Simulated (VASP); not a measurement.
# Bi in VASP: single point with PBE

Aim: the single point of Bi with PBE.

Everything below comes from runs of VASP 6.6.1. Logs are shortened: lines on timing, memory, paths and dates and some standing lists are left out, and cuts for length are marked.

## (1) The cell of the first run

The cell holds a slab with vacuum, 5 atoms: a = 4.539 Å, b = 4.539 Å, c = 43.658 Å, α = 90.00°, β = 90.00°, γ = 120.00°.

## (2) Single point, PBE

INCAR

```
SYSTEM = Bi
PREC = Accurate
ENCUT = 400
EDIFF = 1E-6
ISMEAR = 0
SIGMA = 0.1
LREAL = .False.
LASPH = .True.
NELM = 120
ALGO = Normal
ISIF = 2
LWAVE = .False.
LCHARG = .False.
LDIPOL = .True.
IDIPOL = 3
DIPOL = 0.5 0.5 0.500
GGA = PE
NBANDS = 46
GGA_COMPAT = .False.
NELMDL = -8
```

KPOINTS

```
regular mesh
0
Gamma
  15 15 1
  0 0 0
```

POSCAR

```
Bi
1.0
    4.5390003000      0.0000000000      0.0000000000
   -2.2695001500      3.9308895700      0.0000000000
    0.0000000000      0.0000000000     43.6579997790
Bi
5
Direct
    0.6666666668      0.3333333332      0.2290530957
    0.3333333332      0.6666666665      0.3645265478
    0.6666666668      0.3333333332      0.5000000000
    0.3333333332      0.6666666665      0.6354734522
    0.6666666668      0.3333333332      0.7709469043
```

Potentials or basis: VASP PAW PBE potentials, release 64 (Bi_d).

The run is started by

```sh
$ cat potpaw_PBE.64/Bi_d/POTCAR > POTCAR
$ mpirun -np 1 vasp_std > vasp.out
```

OUTCAR:

```text
SYSTEM = Bi
   PREC = Accurate
   ENCUT = 400
   EDIFF = 1E-6
   ISMEAR = 0
   LREAL = .False.
   LASPH = .True.
   NELM = 120
   ISIF = 2
   GGA = PE
   NELMDL = -8

 ion  position               nearest neighbor table
   1  0.667  0.333  0.229-
   2  0.333  0.667  0.365-
   3  0.667  0.333  0.500-
   4  0.333  0.667  0.635-
   5  0.667  0.333  0.771-

  LATTYP: Found a hexagonal cell.
 ALAT       =     4.5390003000
 C/A-ratio  =     9.6184174694

  Lattice vectors:

 A1 = (   4.5390003000,   0.0000000000,   0.0000000000)
 A2 = (  -2.2695001500,   3.9308895700,   0.0000000000)
 A3 = (   0.0000000000,   0.0000000000,  43.6579997790)

Analysis of symmetry for initial positions (statically):
=====================================================================
 Subroutine PRICEL returns:
 Original cell was already a primitive cell.

 Routine SETGRP: Setting up the symmetry group for a
 hexagonal supercell.

 Subroutine GETGRP returns: Found 12 space group operations
 (whereof 12 operations were pure point group operations)
 out of a pool of 24 trial point group operations.

The static configuration has the point symmetry D_3h.

Analysis of symmetry for dynamics (positions and initial velocities):
=====================================================================
 Subroutine PRICEL returns:
 Original cell was already a primitive cell.

 Routine SETGRP: Setting up the symmetry group for a
 hexagonal supercell.

 Subroutine GETGRP returns: Found 12 space group operations
 (whereof 12 operations were pure point group operations)
 out of a pool of 24 trial point group operations.

The dynamic configuration has the point symmetry D_3h.

 Subroutine INISYM returns: Found 12 space group operations
 (whereof 12 operations are pure point group operations),
 and found     1 'primitive' translations

----------------------------------------------------------------------------------------

                                     Primitive cell

  volume of cell :     778.9595

  direct lattice vectors                    reciprocal lattice vectors
     4.539000300  0.000000000  0.000000000     0.220312830  0.127197671  0.000000000
    -2.269500150  3.930889570  0.000000000     0.000000000  0.254395343  0.000000000
     0.000000000  0.000000000 43.657999779     0.000000000  0.000000000  0.022905310

  length of vectors
     4.539000300  4.539000302 43.657999779     0.254395343  0.254395343  0.022905310

  position of ions in fractional coordinates (direct lattice)
     0.666666667  0.333333333  0.229053096
     0.333333333  0.666666666  0.364526548
     0.666666667  0.333333333  0.500000000
     0.333333333  0.666666666  0.635473452
     0.666666667  0.333333333  0.770946904

  ion indices of the primitive-cell ions
   primitive index   ion index
                 1           1
                 2           2
                 3           3
                 4           4
                 5           5

----------------------------------------------------------------------------------------

 KPOINTS: regular mesh

Automatic generation of k-mesh.
 Grid dimensions read from file:
 generate k-points for:   15   15    1

 Generating k-lattice:

  Cartesian coordinates                     Fractional coordinates (reciprocal lattice)
     0.014687522  0.008479845  0.000000000     0.066666667  0.000000000  0.000000000
     0.000000000  0.016959690  0.000000000     0.000000000  0.066666667  0.000000000
     0.000000000  0.000000000  0.022905310     0.000000000  0.000000000  1.000000000

  Length of vectors
     0.016959690  0.016959690  0.022905310

  Shift w.r.t. Gamma in fractional coordinates (k-lattice)
     0.000000000  0.000000000  0.000000000

 Subroutine IBZKPT returns following result:
 ===========================================

 Found     27 irreducible k-points:

 Following reciprocal coordinates:
            Coordinates               Weight
  0.000000  0.000000  0.000000      1.000000
  0.066667  0.000000  0.000000      6.000000
  0.133333  0.000000  0.000000      6.000000
  0.200000  0.000000  0.000000      6.000000
  0.266667  0.000000  0.000000      6.000000
  0.333333 -0.000000  0.000000      6.000000
[... 16 lines left out ...]
  0.333333  0.200000  0.000000     12.000000
  0.400000  0.200000  0.000000      6.000000
 [... further k-points ...]
   k-points           NKPTS =     27   k-points in BZ     NKDIM =     27   number of bands    NBANDS=     46
   number of dos      NEDOS =    301   number of ions     NIONS =      5
   total plane-waves  NPLWV = 259200
   dimension x,y,z NGX =    30 NGY =   30 NGZ =  288
   dimension x,y,z NGXF=    60 NGYF=   60 NGZF=  576
   ions per type =               5
   NGX,Y,Z   is equivalent  to a cutoff of  10.99, 10.99, 10.97 a.u.
   NGXF,Y,Z  is equivalent  to a cutoff of  21.98, 21.98, 21.93 a.u.
 SYSTEM =  Bi
   PREC   = accura    normal or accurate (medium, high low for compatibility)
   ISTART =      0    job   : 0-new  1-cont  2-samecut
   ICHARG =      2    charge: 1-file 2-atom 10-const
   ISPIN  =      1    spin polarized calculation?
   LNONCOLLINEAR =      F non collinear calculations
   LSORBIT =      F    spin-orbit coupling
   LASPH  =      T    aspherical Exc in radial PAW
   ENCUT  =  400.0 eV  29.40 Ry    5.42 a.u.   7.40  7.40 71.20*2*pi/ulx,y,z
   NELM   =    120;   NELMIN=  2; NELMDL= -8     # of ELM steps
   EDIFF  = 0.1E-05   stopping-criterion for ELM
   LREAL  =      F    real-space projection
   EDIFFG = 0.1E-04   stopping-criterion for IOM
   NSW    =      0    number of steps for IOM
   IBRION =     -1    ionic relax: 0-MD 1-quasi-New 2-CG
   NFREE  =      0    steps in history (QN), initial steepest desc. (CG)
   ISIF   =      2    stress and relaxation
   ISYM   =      2    0-nonsym 1-usesym 2-fastsym
   POTIM  = 0.5000    time-step for ionic-motion
   TEBEG  =    0.0;   TEEND  =   0.0 temperature during run
   PSTRESS=    0.0 pullay stress
   NELECT =      75.0000    total number of electrons
   NUPDOWN=      -1.0000    fix difference up-down
   EMIN   =  10.00;   EMAX   =-10.00  energy-range for DOS
   EFERMI =   0.00;   METHOD = LEGACY
   ISMEAR =     0;   SIGMA  =   0.10  broadening in eV -4-tet -1-fermi 0-gaus
   EFERMI_NEDOS =   21; number of points for ismear=-14 and -15
   IALGO  =     38    algorithm
   IMIX   =      4    mixing-type and parameters
     AMIX     =   0.40;   BMIX     =  1.00
     AMIX_MAG =   1.60;   BMIX_MAG =  1.00
  volume/ion in A,a.u.               =     155.79      1051.34
  Fermi-wavevector in a.u.,A,eV,Ry     =   0.750338  1.417933  7.660177  0.563007
  Thomas-Fermi vector in A             =   1.847066
   LORBIT       =      0    0 simple, 1 ext, 2 COOP (PROOUT), +10 PAW based schemes
   GGA     = PE    functional components
   LHFCALC =     F    Hartree Fock is set to
   AEXX    =    0.0000 exact exchange contribution
   IVDW    =     0    specifies the selected vdW correction
   LEPSILON=     F    determine dielectric tensor
   LRPA    =     F    only Hartree local field effects (RPA)
 non-spin polarized calculation
 Gauss-broadening in eV      SIGMA  =   0.10
  energy-cutoff  :      400.00
  volume of cell :      778.96
 maximum number of plane-waves:     14253
 NGX is ok and might be reduce to    30
   NGX = 15   NGY = 15   NGZ =143

 number of electron      74.9999997 magnetization

 dipolmoment           0.000000      0.000000     -0.000000 electrons x Angstroem

 Free energy of the ion-electron system (eV)
  ---------------------------------------------------
  ext. energy  EPLUGINS =         0.00000000
  ---------------------------------------------------
  free energy    TOTEN  =        -8.05287420 eV

  energy without entropy =       -7.95474520  energy(sigma->0) =       -8.00380970

 E-fermi :  -2.2403     XC(G=0):  -3.7179

 val. band max:       -2.2482935835   @ k =   0.3333   0.0667   0.0000
 cond. band min:      -2.2371892218   @ k =   0.2667   0.0667   0.0000
 fundamental gap:      0.0111043617
 Fermi energy:        -2.2402892222

 k-point     1 :       0.0000    0.0000    0.0000
  band No.  band energies     occupation
      1     -25.0874      2.00000
      2     -25.0874      2.00000
      3     -25.0874      2.00000
      4     -25.0874      2.00000
      5     -25.0872      2.00000
      6     -25.0872      2.00000
[... 38 lines left out ...]
     45      -0.8299      0.00000
     46       0.8696      0.00000

 k-point     2 :       0.0667    0.0000    0.0000
  band No.  band energies     occupation
      1     -25.0874      2.00000
      2     -25.0874      2.00000
      3     -25.0872      2.00000
      4     -25.0871      2.00000
      5     -25.0871      2.00000
      6     -25.0869      2.00000
[... 38 lines left out ...]
     45      -0.8643      0.00000
     46       1.0256      0.00000

 k-point     3 :       0.1333    0.0000    0.0000
  band No.  band energies     occupation
      1     -25.0874      2.00000
      2     -25.0874      2.00000
      3     -25.0872      2.00000
      4     -25.0862      2.00000
      5     -25.0862      2.00000
      6     -25.0860      2.00000
[... 38 lines left out ...]
     45      -0.9586      0.00000
     46       1.3251      0.00000

 k-point     4 :       0.2000    0.0000    0.0000
  band No.  band energies     occupation
      1     -25.0874      2.00000
      2     -25.0874      2.00000
      3     -25.0872      2.00000
      4     -25.0849      2.00000
      5     -25.0849      2.00000
      6     -25.0847      2.00000
[... 920 lines left out ...]
     45      -2.0656      0.01350
     46       2.8225      0.00000

 k-point    23 :       0.3333    0.2000    0.0000
  band No.  band energies     occupation
      1     -25.0857      2.00000
      2     -25.0857      2.00000
      3     -25.0855      2.00000
      4     -25.0817      2.00000
      5     -25.0817      2.00000
      6     -25.0815      2.00000
[... 38 lines left out ...]
     45      -2.0176      0.00164
     46       2.8168      0.00000

 k-point    24 :       0.4000    0.2000    0.0000
  band No.  band energies     occupation
      1     -25.0856      2.00000
      2     -25.0856      2.00000
      3     -25.0854      2.00000
      4     -25.0815      2.00000
      5     -25.0815      2.00000
      6     -25.0813      2.00000
[... 38 lines left out ...]
     45      -2.0068      0.00096
     46       2.7717      0.00000

 [... further k-points ...]

------------------------ aborting loop because EDIFF is reached ----------------------------------------

 vacuum level on the upper side and lower side of the slab       (xc-potential included)        -0.012        -0.012

  FORCE on cell =-STRESS in cart. coord.  units (eV):
  Direction    XX          YY          ZZ          XY          YZ          ZX
  --------------------------------------------------------------------------------------
  -------------------------------------------------------------------------------------
  Total      -15.6963733    -15.6963733     -0.9262608      0.0000000      0.0000000      0.0000000
  in kB      -32.2845704    -32.2845704     -1.9051492      0.0000000      0.0000000      0.0000000
  external PRESSURE =     -22.1580967 kB  Pullay stress =       0.0000000 kB

 VOLUME and BASIS-vectors are now :
 -----------------------------------------------------------------------------
  energy-cutoff  :      400.00
  volume of cell :      778.96
      direct lattice vectors                 reciprocal lattice vectors
     4.539000300  0.000000000  0.000000000     0.220312830  0.127197671  0.000000000
    -2.269500150  3.930889570  0.000000000     0.000000000  0.254395343  0.000000000
     0.000000000  0.000000000 43.657999779     0.000000000  0.000000000  0.022905310

 POSITION                                       TOTAL-FORCE (eV/Angst)
 -----------------------------------------------------------------------------------
      2.26950      1.31030     10.00000         0.000000      0.000000      0.033578
     -0.00000      2.62059     15.91450         0.000000     -0.000000      0.000724
      2.26950      1.31030     21.82900        -0.000000      0.000000      0.000000
     -0.00000      2.62059     27.74350         0.000000     -0.000000     -0.000724
      2.26950      1.31030     33.65800         0.000000     -0.000000     -0.033578
 -----------------------------------------------------------------------------------
    total drift:                               -0.000002      0.000003      0.000000

  FREE ENERGIE OF THE ION-ELECTRON SYSTEM (eV)
  ---------------------------------------------------
  free  energy   TOTEN  =        -8.0528742003 eV

  energy  without entropy=       -7.9547451995  energy(sigma->0) =       -8.00380970

 vacuum level on the upper side and lower side of the slab         2.528         2.528
```

Run time: 21 min. Hardware: 1 thread of Intel Xeon Platinum 8488C (Sapphire Rapids), shared host; peak memory 0.81 GiB.

Results:

| Quantity | Value |
| --- | --- |
| Free energy | -8.0529 eV |
| Largest force | 0.034 eV/Å |

Forces in eV/Å, atoms in the order of the input:
```
Bi   0.000  0.000  0.034
Bi   0.000  0.000  0.001
Bi   0.000  0.000  0.000
Bi   0.000  0.000 -0.001
Bi   0.000  0.000 -0.034
```

Caveat: spin-orbit coupling is left out, which moves the levels of the heavy elements.
